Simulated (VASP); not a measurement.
# ScGa3 (Pm-3m) in VASP: further runs

The runs below take ScGa3 through single point, with LDA.

Program: VASP 6.6.1. These are calculated values, not measurements. Logs are shortened: lines on timing, memory, paths and dates and some standing lists are left out, and cuts for length are marked.

**1. The cell of the first run**

Symmetry: Pm-3m, No. 221, cubic system. Conventional cell: a = 4.011 Å, b = 4.011 Å, c = 4.011 Å, α = 90.00°, β = 90.00°, γ = 90.00°. Sc (site symmetry m-3m) has 12 Ga at 2.84 Å within 3.7 Å. Ga (site symmetry 4/mmm) has 4 Sc at 2.84 Å and 8 Ga at 2.84 Å within 3.7 Å.

**2. Single point, LDA (volume scaled by 0.94)**

The input, INCAR:

```
SYSTEM = ScGa3
PREC = Accurate ; ENCUT = 520
EDIFF = 1E-6 ; ISMEAR = -1
SIGMA = 0.05 ; LREAL = .FALSE.
LASPH = .TRUE. ; NELM = 100
ALGO = Normal ; ISIF = 2
LWAVE = .FALSE. ; LCHARG = .FALSE.
NBANDS = 33
```

The input, KPOINTS:

```
regular mesh
0
G
  9 9 9
  0 0 0
```

The input, POSCAR:

```
ScGa3
1.0
    4.0114051152      0.0000000000      0.0000000000
    0.0000000000      4.0114051152      0.0000000000
    0.0000000000      0.0000000000      4.0114051152
Sc Ga
1 3
Direct
    0.0000000000      0.0000000000      0.0000000000
    0.0000000000      0.5000000000      0.5000000000
    0.5000000000      0.0000000000      0.5000000000
    0.5000000000      0.5000000000      0.0000000000
```

Potentials or basis: VASP PAW LDA potentials, release 64 (Sc_sv, Ga_d).

The run is started by

```sh
> cat potpaw_LDA.64/Sc_sv/POTCAR potpaw_LDA.64/Ga_d/POTCAR > POTCAR
> mpirun -np 1 vasp_std > vasp.out
```

OUTCAR:

```text
SYSTEM = ScGa3
   PREC = Accurate
   ENCUT = 520
   EDIFF = 1E-6
   ISMEAR = -1
   LREAL = .FALSE.
   LASPH = .TRUE.
   NELM = 100
   ISIF = 2

 ion  position               nearest neighbor table
   1  0.000  0.000  0.000-   2 2.84   3 2.84   4 2.84   2 2.84   3 2.84   2 2.84   4 2.84   2 2.84
                             3 2.84   4 2.84   3 2.84   4 2.84
   2  0.000  0.500  0.500-   1 2.84   3 2.84   4 2.84   1 2.84   4 2.84   1 2.84   3 2.84   1 2.84
                             3 2.84   4 2.84   4 2.84   3 2.84
   3  0.500  0.000  0.500-   1 2.84   2 2.84   4 2.84   1 2.84   4 2.84   2 2.84   4 2.84   4 2.84
                             1 2.84   2 2.84   1 2.84   2 2.84
   4  0.500  0.500  0.000-   1 2.84   2 2.84   3 2.84   2 2.84   3 2.84   1 2.84   3 2.84   3 2.84
                             1 2.84   2 2.84   2 2.84   1 2.84

  LATTYP: Found a simple cubic cell.
 ALAT       =     4.0114051152

  Lattice vectors:

 A1 = (   4.0114051152,   0.0000000000,   0.0000000000)
 A2 = (   0.0000000000,   4.0114051152,   0.0000000000)
 A3 = (   0.0000000000,   0.0000000000,   4.0114051152)

Analysis of symmetry for initial positions (statically):
=====================================================================
 Subroutine PRICEL returns:
 Original cell was already a primitive cell.

 Routine SETGRP: Setting up the symmetry group for a
 simple cubic supercell.

 Subroutine GETGRP returns: Found 48 space group operations
 (whereof 48 operations were pure point group operations)
 out of a pool of 48 trial point group operations.

The static configuration has the point symmetry O_h .

Analysis of symmetry for dynamics (positions and initial velocities):
=====================================================================
 Subroutine PRICEL returns:
 Original cell was already a primitive cell.

 Routine SETGRP: Setting up the symmetry group for a
 simple cubic supercell.

 Subroutine GETGRP returns: Found 48 space group operations
 (whereof 48 operations were pure point group operations)
 out of a pool of 48 trial point group operations.

The dynamic configuration has the point symmetry O_h .

 Subroutine INISYM returns: Found 48 space group operations
 (whereof 48 operations are pure point group operations),
 and found     1 'primitive' translations

----------------------------------------------------------------------------------------

                                     Primitive cell

  volume of cell :      64.5490

  direct lattice vectors                    reciprocal lattice vectors
     4.011405115  0.000000000  0.000000000     0.249289207  0.000000000  0.000000000
     0.000000000  4.011405115  0.000000000     0.000000000  0.249289207  0.000000000
     0.000000000  0.000000000  4.011405115     0.000000000  0.000000000  0.249289207

  length of vectors
     4.011405115  4.011405115  4.011405115     0.249289207  0.249289207  0.249289207

  position of ions in fractional coordinates (direct lattice)
     0.000000000  0.000000000  0.000000000
     0.000000000  0.500000000  0.500000000
     0.500000000  0.000000000  0.500000000
     0.500000000  0.500000000  0.000000000

  ion indices of the primitive-cell ions
   primitive index   ion index
                 1           1
                 2           2
                 3           3
                 4           4

----------------------------------------------------------------------------------------

 KPOINTS: regular mesh

Automatic generation of k-mesh.
 Grid dimensions read from file:
 generate k-points for:    9    9    9

 Generating k-lattice:

  Cartesian coordinates                     Fractional coordinates (reciprocal lattice)
     0.027698801  0.000000000  0.000000000     0.111111111  0.000000000  0.000000000
     0.000000000  0.027698801  0.000000000     0.000000000  0.111111111  0.000000000
     0.000000000  0.000000000  0.027698801     0.000000000  0.000000000  0.111111111

  Length of vectors
     0.027698801  0.027698801  0.027698801

  Shift w.r.t. Gamma in fractional coordinates (k-lattice)
     0.000000000  0.000000000  0.000000000

 Subroutine IBZKPT returns following result:
 ===========================================

 Found     35 irreducible k-points:

 Following reciprocal coordinates:
            Coordinates               Weight
  0.000000  0.000000  0.000000      1.000000
  0.111111  0.000000  0.000000      6.000000
  0.222222  0.000000  0.000000      6.000000
  0.333333  0.000000  0.000000      6.000000
  0.444444  0.000000  0.000000      6.000000
  0.111111  0.111111  0.000000     12.000000
[... 16 lines left out ...]
  0.333333  0.333333  0.111111     24.000000
  0.444444  0.333333  0.111111     48.000000
 [... further k-points ...]
   k-points           NKPTS =     35   k-points in BZ     NKDIM =     35   number of bands    NBANDS=     33
   number of dos      NEDOS =    301   number of ions     NIONS =      4
   total plane-waves  NPLWV =  27000
   dimension x,y,z NGX =    30 NGY =   30 NGZ =   30
   dimension x,y,z NGXF=    60 NGYF=   60 NGZF=   60
   ions per type =               1   3
   NGX,Y,Z   is equivalent  to a cutoff of  12.43, 12.43, 12.43 a.u.
   NGXF,Y,Z  is equivalent  to a cutoff of  24.87, 24.87, 24.87 a.u.
 SYSTEM =  ScGa3
   PREC   = accura    normal or accurate (medium, high low for compatibility)
   ISTART =      0    job   : 0-new  1-cont  2-samecut
   ICHARG =      2    charge: 1-file 2-atom 10-const
   ISPIN  =      1    spin polarized calculation?
   LNONCOLLINEAR =      F non collinear calculations
   LSORBIT =      F    spin-orbit coupling
   LASPH  =      T    aspherical Exc in radial PAW
   ENCUT  =  520.0 eV  38.22 Ry    6.18 a.u.   7.46  7.46  7.46*2*pi/ulx,y,z
   NELM   =    100;   NELMIN=  2; NELMDL= -5     # of ELM steps
   EDIFF  = 0.1E-05   stopping-criterion for ELM
   LREAL  =      F    real-space projection
   EDIFFG = 0.1E-04   stopping-criterion for IOM
   NSW    =      0    number of steps for IOM
   IBRION =     -1    ionic relax: 0-MD 1-quasi-New 2-CG
   NFREE  =      0    steps in history (QN), initial steepest desc. (CG)
   ISIF   =      2    stress and relaxation
   ISYM   =      2    0-nonsym 1-usesym 2-fastsym
   POTIM  = 0.5000    time-step for ionic-motion
   TEBEG  =    0.0;   TEEND  =   0.0 temperature during run
   PSTRESS=    0.0 pullay stress
   NELECT =      50.0000    total number of electrons
   NUPDOWN=      -1.0000    fix difference up-down
   EMIN   =  10.00;   EMAX   =-10.00  energy-range for DOS
   EFERMI =   0.00;   METHOD = LEGACY
   ISMEAR =    -1;   SIGMA  =   0.05  broadening in eV -4-tet -1-fermi 0-gaus
   EFERMI_NEDOS =   21; number of points for ismear=-14 and -15
   IALGO  =     38    algorithm
   IMIX   =      4    mixing-type and parameters
     AMIX     =   0.40;   BMIX     =  1.00
     AMIX_MAG =   1.60;   BMIX_MAG =  1.00
  volume/ion in A,a.u.               =      16.14       108.90
  Fermi-wavevector in a.u.,A,eV,Ry     =   1.503494  2.841191 30.755883  2.260494
  Thomas-Fermi vector in A             =   2.614597
   LORBIT       =      0    0 simple, 1 ext, 2 COOP (PROOUT), +10 PAW based schemes
   GGA     = CA    functional components
   LHFCALC =     F    Hartree Fock is set to
   AEXX    =    0.0000 exact exchange contribution
   IVDW    =     0    specifies the selected vdW correction
   LEPSILON=     F    determine dielectric tensor
   LRPA    =     F    only Hartree local field effects (RPA)
 non-spin polarized calculation
  energy-cutoff  :      520.00
  volume of cell :       64.55
 maximum number of plane-waves:      1771
 NGX is ok and might be reduce to    30
   NGX = 15   NGY = 15   NGZ = 15

 number of electron      50.0000005 magnetization

 Free energy of the ion-electron system (eV)
  ---------------------------------------------------
  ext. energy  EPLUGINS =         0.00000000
  ---------------------------------------------------
  free energy    TOTEN  =       -19.83467528 eV

  energy without entropy =      -19.82337780  energy(sigma->0) =      -19.82902654

 E-fermi :   6.8197     XC(G=0): -12.1289

 val. band max:        6.7955719662   @ k =   0.2222   0.2222   0.1111
 cond. band min:       6.8708230588   @ k =   0.3333   0.1111   0.0000
 fundamental gap:      0.0752510926
 Fermi energy:         6.8197435477

 k-point     1 :       0.0000    0.0000    0.0000
  band No.  band energies     occupation
      1     -41.7436      2.00000
      2     -20.7879      2.00000
      3     -20.7879      2.00000
      4     -20.7879      2.00000
      5      -8.5587      2.00000
      6      -8.5264      2.00000
[... 25 lines left out ...]
     32      11.9465      0.00000
     33      11.9465      0.00000

 k-point     2 :       0.1111    0.0000    0.0000
  band No.  band energies     occupation
      1     -41.7434      2.00000
      2     -20.7933      2.00000
      3     -20.7877      2.00000
      4     -20.7877      2.00000
      5      -8.5463      2.00000
      6      -8.5226      2.00000
[... 25 lines left out ...]
     32      12.1188      0.00000
     33      12.1343      0.00000

 k-point     3 :       0.2222    0.0000    0.0000
  band No.  band energies     occupation
      1     -41.7428      2.00000
      2     -20.8069      2.00000
      3     -20.7873      2.00000
      4     -20.7873      2.00000
      5      -8.5128      2.00000
      6      -8.5120      2.00000
[... 25 lines left out ...]
     32      12.1449      0.00000
     33      12.1449      0.00000

 k-point     4 :       0.3333    0.0000    0.0000
  band No.  band energies     occupation
      1     -41.7422      2.00000
      2     -20.8223      2.00000
      3     -20.7868      2.00000
      4     -20.7868      2.00000
      5      -8.5008      2.00000
      6      -8.4654      2.00000
[... 673 lines left out ...]
     32      12.3897      0.00000
     33      12.6871      0.00000

 k-point    23 :       0.3333    0.3333    0.1111
  band No.  band energies     occupation
      1     -41.7406      2.00000
      2     -20.8182      2.00000
      3     -20.8157      2.00000
      4     -20.7899      2.00000
      5      -8.4477      2.00000
      6      -8.4088      2.00000
[... 25 lines left out ...]
     32      11.1278      0.00000
     33      13.5217      0.00000

 k-point    24 :       0.4444    0.3333    0.1111
  band No.  band energies     occupation
      1     -41.7402      2.00000
      2     -20.8258      2.00000
      3     -20.8156      2.00000
      4     -20.7894      2.00000
      5      -8.4239      2.00000
      6      -8.3903      2.00000
[... 25 lines left out ...]
     32      11.9150      0.00000
     33      12.9902      0.00000

 [... further k-points ...]

------------------------ aborting loop because EDIFF is reached ----------------------------------------

  FORCE on cell =-STRESS in cart. coord.  units (eV):
  Direction    XX          YY          ZZ          XY          YZ          ZX
  --------------------------------------------------------------------------------------
  -------------------------------------------------------------------------------------
  Total       -0.1559527     -0.1559527     -0.1559527     -0.0000000      0.0000000      0.0000000
  in kB       -3.8709179     -3.8709179     -3.8709179     -0.0000000      0.0000000      0.0000000
  external PRESSURE =      -3.8709179 kB  Pullay stress =       0.0000000 kB

 VOLUME and BASIS-vectors are now :
 -----------------------------------------------------------------------------
  energy-cutoff  :      520.00
  volume of cell :       64.55
      direct lattice vectors                 reciprocal lattice vectors
     4.011405115  0.000000000  0.000000000     0.249289207  0.000000000  0.000000000
     0.000000000  4.011405115  0.000000000     0.000000000  0.249289207  0.000000000
     0.000000000  0.000000000  4.011405115     0.000000000  0.000000000  0.249289207

 POSITION                                       TOTAL-FORCE (eV/Angst)
 -----------------------------------------------------------------------------------
      0.00000      0.00000      0.00000         0.000000      0.000000      0.000000
      0.00000      2.00570      2.00570         0.000000      0.000000      0.000000
      2.00570      0.00000      2.00570         0.000000      0.000000      0.000000
      2.00570      2.00570      0.00000         0.000000      0.000000      0.000000
 -----------------------------------------------------------------------------------
    total drift:                                0.000000      0.000000     -0.000000

  FREE ENERGIE OF THE ION-ELECTRON SYSTEM (eV)
  ---------------------------------------------------
  free  energy   TOTEN  =       -19.8346752756 eV

  energy  without entropy=      -19.8233778048  energy(sigma->0) =      -19.82902654
```

Wall time 26 s (1 thread of Intel Xeon 6975P-C (Granite Rapids), shared host); peak memory 0.19 GiB.

Results:

* Free energy: -19.8347 eV
* Pressure: -0.4 GPa
* Band gap on the k mesh: zero (band 25 reaches 7.16 eV, above the bottom of band 26 at 3.78 eV)

Levels at points of the mesh, in eV from the Fermi level:
| k point | band 22 | band 23 | band 24 | band 25 | band 26 | band 27 | band 28 | band 29 |
| --- | --- | --- | --- | --- | --- | --- | --- | --- |
| (0.00, 0.00, 0.00) | -3.26 | -2.08 | -2.08 | -2.08 | 1.77 | 1.77 | 1.77 | 3.22 |

[end of part 1 of 2]
